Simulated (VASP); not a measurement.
# Ba (I4/mmm) in VASP: further runs, part 2 of 2

VASP 6.6.1.

## (3) Single point, PBE

File INCAR:

```
SYSTEM = Ba
PREC     = Accurate       ! precision mode
ENCUT    = 520            ! plane-wave cutoff, eV
EDIFF    = 1E-6           ! SCF threshold, eV
ISMEAR   = 0              ! smearing method
SIGMA    = 0.15           ! smearing width, eV
LREAL    = .False.        ! projectors in reciprocal space
LASPH    = .True.         ! aspherical terms in the spheres
NELM     = 100            ! most SCF steps
ALGO     = Fast           ! electronic algorithm
ISIF     = 2              ! what is computed and relaxed
LWAVE    = .False.        ! write WAVECAR
LCHARG   = .False.        ! write CHGCAR
GGA      = PE             ! functional
NBANDS   = 11             ! bands
```

File KPOINTS:

```
Automatic mesh
0
Gamma
  16 16 16
  0 0 0
```

File POSCAR:

```
Ba
1.0
   -2.1839511618      2.1839511618      3.2759267428
    2.1839511618     -2.1839511618      3.2759267428
    2.1839511618      2.1839511618     -3.2759267428
Ba
1
Direct
    0.0000000000      0.0000000000      0.0000000000
```

Potentials or basis: VASP PAW PBE potentials, release 64 (Ba_sv).

Launch:

```
cat potpaw_PBE.64/Ba_sv/POTCAR > POTCAR
mpirun -np 1 vasp_std > vasp.out
```

OUTCAR:

```text
SYSTEM = Ba
   PREC = Accurate
   ENCUT = 520
   EDIFF = 1E-6
   ISMEAR = 0
   LREAL = .False.
   LASPH = .True.
   NELM = 100
   ISIF = 2
   GGA = PE

 ion  position               nearest neighbor table
   1  0.000  0.000  0.000-

  LATTYP: Found a body centered tetragonal cell.
 ALAT       =     4.3679023236
 C/A-ratio  =     1.5000000000

  Lattice vectors:

 A1 = (  -2.1839511618,   2.1839511618,   3.2759267428)
 A2 = (   2.1839511618,  -2.1839511618,   3.2759267428)
 A3 = (   2.1839511618,   2.1839511618,  -3.2759267428)

Analysis of symmetry for initial positions (statically):
=====================================================================
 Subroutine PRICEL returns:
 Original cell was already a primitive cell.

 Routine SETGRP: Setting up the symmetry group for a
 body centered tetragonal supercell.

 Subroutine GETGRP returns: Found 16 space group operations
 (whereof 16 operations were pure point group operations)
 out of a pool of 16 trial point group operations.

The static configuration has the point symmetry D_4h.

Analysis of symmetry for dynamics (positions and initial velocities):
=====================================================================
 Subroutine PRICEL returns:
 Original cell was already a primitive cell.

 Routine SETGRP: Setting up the symmetry group for a
 body centered tetragonal supercell.

 Subroutine GETGRP returns: Found 16 space group operations
 (whereof 16 operations were pure point group operations)
 out of a pool of 16 trial point group operations.

The dynamic configuration has the point symmetry D_4h.

 Subroutine INISYM returns: Found 16 space group operations
 (whereof 16 operations are pure point group operations),
 and found     1 'primitive' translations

----------------------------------------------------------------------------------------

                                     Primitive cell

  volume of cell :      62.5000

  direct lattice vectors                    reciprocal lattice vectors
    -2.183951162  2.183951162  3.275926743     0.000000000  0.228942849  0.152628566
     2.183951162 -2.183951162  3.275926743     0.228942849  0.000000000  0.152628566
     2.183951162  2.183951162 -3.275926743     0.228942849  0.228942849  0.000000000

  length of vectors
     4.502330661  4.502330661  4.502330661     0.275155060  0.275155060  0.323774081

  position of ions in fractional coordinates (direct lattice)
     0.000000000  0.000000000  0.000000000

  ion indices of the primitive-cell ions
   primitive index   ion index
                 1           1

----------------------------------------------------------------------------------------

 KPOINTS: Automatic mesh

Automatic generation of k-mesh.
 Grid dimensions read from file:
 generate k-points for:   16   16   16

 Generating k-lattice:

  Cartesian coordinates                     Fractional coordinates (reciprocal lattice)
     0.000000000  0.014308928  0.009539285     0.062500000  0.000000000  0.000000000
     0.014308928  0.000000000  0.009539285     0.000000000  0.062500000  0.000000000
     0.014308928  0.014308928  0.000000000     0.000000000  0.000000000  0.062500000

  Length of vectors
     0.017197191  0.017197191  0.020235880

  Shift w.r.t. Gamma in fractional coordinates (k-lattice)
     0.000000000  0.000000000  0.000000000

 Subroutine IBZKPT returns following result:
 ===========================================

 Found    349 irreducible k-points:

 Following reciprocal coordinates:
            Coordinates               Weight
  0.000000  0.000000  0.000000      1.000000
  0.062500  0.000000  0.000000      8.000000
  0.125000  0.000000  0.000000      8.000000
  0.187500  0.000000 -0.000000      8.000000
  0.250000  0.000000  0.000000      8.000000
  0.312500  0.000000  0.000000      8.000000
[... 16 lines left out ...]
 -0.125000  0.062500  0.000000     16.000000
 -0.062500  0.062500  0.000000      4.000000
 [... further k-points ...]
   k-points           NKPTS =    349   k-points in BZ     NKDIM =    349   number of bands    NBANDS=     11
   number of dos      NEDOS =    301   number of ions     NIONS =      1
   total plane-waves  NPLWV =  46656
   dimension x,y,z NGX =    36 NGY =   36 NGZ =   36
   dimension x,y,z NGXF=    72 NGYF=   72 NGZF=   72
   ions per type =               1
   NGX,Y,Z   is equivalent  to a cutoff of  13.29, 13.29, 13.29 a.u.
   NGXF,Y,Z  is equivalent  to a cutoff of  26.59, 26.59, 26.59 a.u.
 SYSTEM =  Ba
   PREC   = accura    normal or accurate (medium, high low for compatibility)
   ISTART =      0    job   : 0-new  1-cont  2-samecut
   ICHARG =      2    charge: 1-file 2-atom 10-const
   ISPIN  =      1    spin polarized calculation?
   LNONCOLLINEAR =      F non collinear calculations
   LSORBIT =      F    spin-orbit coupling
   LASPH  =      T    aspherical Exc in radial PAW
   ENCUT  =  520.0 eV  38.22 Ry    6.18 a.u.   8.37  8.37  8.37*2*pi/ulx,y,z
   NELM   =    100;   NELMIN=  2; NELMDL= -5     # of ELM steps
   EDIFF  = 0.1E-05   stopping-criterion for ELM
   LREAL  =      F    real-space projection
   EDIFFG = 0.1E-04   stopping-criterion for IOM
   NSW    =      0    number of steps for IOM
   IBRION =     -1    ionic relax: 0-MD 1-quasi-New 2-CG
   NFREE  =      0    steps in history (QN), initial steepest desc. (CG)
   ISIF   =      2    stress and relaxation
   ISYM   =      2    0-nonsym 1-usesym 2-fastsym
   POTIM  = 0.5000    time-step for ionic-motion
   TEBEG  =    0.0;   TEEND  =   0.0 temperature during run
   PSTRESS=    0.0 pullay stress
   NELECT =      10.0000    total number of electrons
   NUPDOWN=      -1.0000    fix difference up-down
   EMIN   =  10.00;   EMAX   =-10.00  energy-range for DOS
   EFERMI =   0.00;   METHOD = LEGACY
   ISMEAR =     0;   SIGMA  =   0.15  broadening in eV -4-tet -1-fermi 0-gaus
   EFERMI_NEDOS =   21; number of points for ismear=-14 and -15
   IALGO  =     68    algorithm
   IMIX   =      4    mixing-type and parameters
     AMIX     =   0.40;   BMIX     =  1.00
     AMIX_MAG =   1.60;   BMIX_MAG =  1.00
  volume/ion in A,a.u.               =      62.50       421.77
  Fermi-wavevector in a.u.,A,eV,Ry     =   0.888754  1.679501 10.747016  0.789883
  Thomas-Fermi vector in A             =   2.010225
   LORBIT       =      0    0 simple, 1 ext, 2 COOP (PROOUT), +10 PAW based schemes
   GGA     = PE    functional components
   LHFCALC =     F    Hartree Fock is set to
   AEXX    =    0.0000 exact exchange contribution
   IVDW    =     0    specifies the selected vdW correction
   LEPSILON=     F    determine dielectric tensor
   LRPA    =     F    only Hartree local field effects (RPA)
 non-spin polarized calculation
 RMM-DIIS sequential band-by-band and
 Gauss-broadening in eV      SIGMA  =   0.15
  energy-cutoff  :      520.00
  volume of cell :       62.50
 maximum number of plane-waves:      1709
 NGX is ok and might be reduce to    36

 number of electron      10.0000000 magnetization

 number of electron       9.9999999 magnetization

 Free energy of the ion-electron system (eV)
  ---------------------------------------------------
  ext. energy  EPLUGINS =         0.00000000
  ---------------------------------------------------
  free energy    TOTEN  =        -1.89708436 eV

  energy without entropy =       -1.87837867  energy(sigma->0) =       -1.88773152

 E-fermi :   1.7192     XC(G=0):  -7.4330

 val. band max:        1.7157234248   @ k =   0.2500   0.2500   0.1250
 cond. band min:       1.7259616235   @ k =  -0.4375   0.4375   0.4375
 fundamental gap:      0.0102381987
 Fermi energy:         1.7191541773

 k-point     1 :       0.0000    0.0000    0.0000
  band No.  band energies     occupation
      1     -27.1788      2.00000
      2     -12.1331      2.00000
      3     -12.1259      2.00000
      4     -12.1259      2.00000
      5      -1.0834      2.00000
      6       3.2775      0.00000
      7       3.6141      0.00000
      8       3.6141      0.00000
      9       4.7585      0.00000
     10       5.3406      0.00000
     11       7.7494      0.00000
[... 309 lines left out ...]
 k-point    24 :      -0.0625    0.0625    0.0000
  band No.  band energies     occupation
      1     -27.1766      2.00000
      2     -12.1454      2.00000
      3     -12.1389      2.00000
      4     -12.1344      2.00000
      5      -0.9857      2.00000
      6       3.3416      0.00000
      7       3.4664      0.00000
      8       3.6555      0.00000
      9       4.7589      0.00000
     10       5.2101      0.00000
     11       8.0034      0.00000

 [... further k-points ...]

------------------------ aborting loop because EDIFF is reached ----------------------------------------

  FORCE on cell =-STRESS in cart. coord.  units (eV):
  Direction    XX          YY          ZZ          XY          YZ          ZX
  --------------------------------------------------------------------------------------
  -------------------------------------------------------------------------------------
  Total        0.1310698      0.1310698      0.0422043      0.0000000     -0.0000000      0.0000000
  in kB        3.3599527      3.3599527      1.0819007      0.0000000     -0.0000000      0.0000000
  external PRESSURE =       2.6006020 kB  Pullay stress =       0.0000000 kB

 VOLUME and BASIS-vectors are now :
 -----------------------------------------------------------------------------
  energy-cutoff  :      520.00
  volume of cell :       62.50
      direct lattice vectors                 reciprocal lattice vectors
    -2.183951162  2.183951162  3.275926743     0.000000000  0.228942849  0.152628566
     2.183951162 -2.183951162  3.275926743     0.228942849  0.000000000  0.152628566
     2.183951162  2.183951162 -3.275926743     0.228942849  0.228942849  0.000000000

 POSITION                                       TOTAL-FORCE (eV/Angst)
 -----------------------------------------------------------------------------------
      0.00000      0.00000      0.00000        -0.000000     -0.000000     -0.000000
 -----------------------------------------------------------------------------------
    total drift:                                0.000000      0.000000      0.000000

  FREE ENERGIE OF THE ION-ELECTRON SYSTEM (eV)
  ---------------------------------------------------
  free  energy   TOTEN  =        -1.8970843586 eV

  energy  without entropy=       -1.8783786726  energy(sigma->0) =       -1.88773152
```

Wall time 5.5 min (1 thread of Oxide Virtual Turin-like, shared host); peak memory 0.35 GiB.

Results:

* Free energy: -1.8971 eV
* Pressure: 0.3 GPa
* Band gap on the k mesh: zero (band 5 reaches 1.87 eV, above the bottom of band 6 at 1.50 eV)

Caveat: spin-orbit coupling is left out, which moves the levels of the heavy elements.

## (4) Single point, PBE

This run uses another cell than the first one, of the same volume but with other edges.

File INCAR:

```
ALGO = Fast
EDIFF = 1E-6
ENCUT = 520
GGA = PE
ISIF = 2
ISMEAR = 0
LASPH = T
LCHARG = T
LELF = T
LREAL = F
LVHAR = T
LWAVE = F
NBANDS = 11
NELM = 60
PREC = Accurate
SIGMA = 0.15
```

File KPOINTS:

```
k-points
0
Gamma
  16 16 16
```

File POSCAR:

```
Ba
1.0
   -2.4596703670      2.4596703670      2.5826538854
    2.4596703670     -2.4596703670      2.5826538854
    2.4596703670      2.4596703670     -2.5826538854
Ba
1
Direct
    0.0000000000      0.0000000000      0.0000000000
```

Launch:

```
cat potpaw_PBE.64/Ba_sv/POTCAR > POTCAR
mpirun -np 1 vasp_std > vasp.out
```

Wall time 3.5 min (1 thread of Oxide Virtual Turin-like, shared host); peak memory 0.33 GiB.

Results (log left out):

```
Free energy            : -1.9130 eV
Pressure               : 0.2 GPa
Band gap on the k mesh : zero (band 5 reaches 2.11 eV, above the bottom of band 6 at 1.16 eV)
```

Stress tensor (GPa, compression positive):
```
0.24 0.00 0.00
0.00 0.24 0.00
0.00 0.00 0.04
```

Levels at points of the mesh, in eV from the Fermi level:
| k point | band 2 | band 3 | band 4 | band 5 | band 6 | band 7 | band 8 | band 9 |
| --- | --- | --- | --- | --- | --- | --- | --- | --- |
| (0.00, 0.00, 0.00) | -13.82 | -13.82 | -13.82 | -2.76 | 1.75 | 1.75 | 2.04 | 3.03 |
| (0.50, 0.00, 0.00) | -14.29 | -13.96 | -13.82 | -0.90 | 0.80 | 1.23 | 3.03 | 3.81 |
| (0.50, 0.50, 0.00) | -14.28 | -13.98 | -13.83 | -0.88 | 0.50 | 1.38 | 3.49 | 3.95 |
| (0.50, 0.50, 0.50) | -14.17 | -14.13 | -14.13 | -0.60 | -0.51 | 4.04 | 4.58 | 4.58 |

Caveat: spin-orbit coupling is left out, which moves the levels of the heavy elements.

## (5) The runs side by side

```tsv
cell	further INCAR settings	gap on the mesh (eV)	pressure (GPa)
a = 4.492 Å, angles 100.0, 100.0, 130.6°, 1 atom	ALGO = Fast; EDIFF = 1e-07; NBANDS = 11	none	0.7
a = 4.502 Å, angles 122.0, 122.0, 86.6°, 1 atom	ALGO = Fast; EDIFF = 1e-06; NBANDS = 11	none	0.3
a = 4.332 Å, angles 110.8, 110.8, 106.8°, 1 atom	ALGO = Fast; EDIFF = 1e-06; NBANDS = 11	none	0.2
```

Alike in all rows: task single point; level PBE; potentials or basis VASP PAW PBE potentials, release 64 (Ba_sv); no spin polarisation; k mesh 16 × 16 × 16; cutoff (eV) 520; smearing gaussian 0.15 eV.

Caveats: spin-orbit coupling is left out, which moves the levels of the heavy elements.

Total energies depend on the potentials used, so only differences within one code and one set of settings carry meaning.
